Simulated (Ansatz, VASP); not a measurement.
**Te in VASP and in Ansatz**

File INCAR:

```
SYSTEM = Te
  PREC = Accurate
  ENCUT = 520
  EDIFF = 1E-6
  ISMEAR = -1
  SIGMA = 0.05
  LREAL = .False.
  LASPH = .True.
  NELM = 80
  ALGO = Normal
  ISIF = 2
  LWAVE = .False.
  LCHARG = .False.
  GGA = PE
  NBANDS = 16
```

File KPOINTS:

```
Automatic mesh
0
Gamma
  8 8 8
  0 0 0
```

The input POSCAR:

```
Te
1.0
    4.2341000000     -2.3712000000      0.0000000000
    4.2341000000      2.3712000000      0.0000000000
   -0.1304500000      0.0000000000      3.9969235000
Te
3
Direct
    0.6760000000      0.6760000000      0.6750000000
    0.3240000000      0.3240000000      0.3250000000
    0.0000000000      0.0000000000      0.0000000000
```

Input for Ansatz:

```yaml
crystal:
  lattice:
    - [4.2341, -2.3712, 0.0]
    - [4.2341, 2.3712, 0.0]
    - [-0.13045, 0.0, 3.9969235]
  atoms:
    - { symbol: Te, position: [0.676, 0.676, 0.675] }
    - { symbol: Te, position: [0.324, 0.324, 0.325] }
    - { symbol: Te, position: [0.0, 0.0, 0.0] }
kpoints:
  mp_grid: { grid: [8, 8, 8] }
  band_path:
    path:
      - [0.0, 0.0, 0.0]
      - [-0.3284903977, 0.3284903977, 0.0]
      - [-0.6715096023, -0.3284903977, 0.0]
      - [-0.5, -0.5, 0.0]
      - [0.0, 0.0, 0.0]
      - [-0.5, -0.5, 0.5]
      - [-0.6769313297, -0.3230686703, 0.5]
      - [-0.3230686703, 0.3230686703, 0.5]
      - [0.0, 0.0, 0.5]
    npoints: 5
scf:
  occupations: { method: fermi_dirac, width: 0.05 }
hamiltonian:
  xc: pbe
  pseudopotentials: { kind: all_electron, lapw: { basis_error: 0.001 } }
output:
  forces: true
  stress: true
  eigenvalues: true
```

Change from the starting cell: zz strain of +1 %.

Alike in both runs: task single point; functional PBE; k mesh 8 × 8 × 8; occupations fermi-dirac, width 0.05 eV; no spin polarisation.

```csv
,VASP,Ansatz
version,VASP 6.6.1,Ansatz 0.2.0
potentials or method,"VASP PAW PBE potentials, release 64 (Te), cutoff 520 eV","all-electron LAPW, scalar-relativistic"
```

|  | VASP | Ansatz | Ansatz less VASP |
| --- | --- | --- | --- |
| pressure (GPa) | 8.7 | 8.8 | +0.07 |
| traceless stress, the component that is largest in VASP (GPa) | 0.93 | 0.93 | +0.002 |
| rms of the force components (eV/Å) | 0.229 | 0.228 | -0.0016 |

Atom by atom the forces differ by 0.002 eV/Å (rms over components). Ansatz ran all-electron here, and VASP with PAW potentials.

Neither program's run includes spin-orbit coupling.
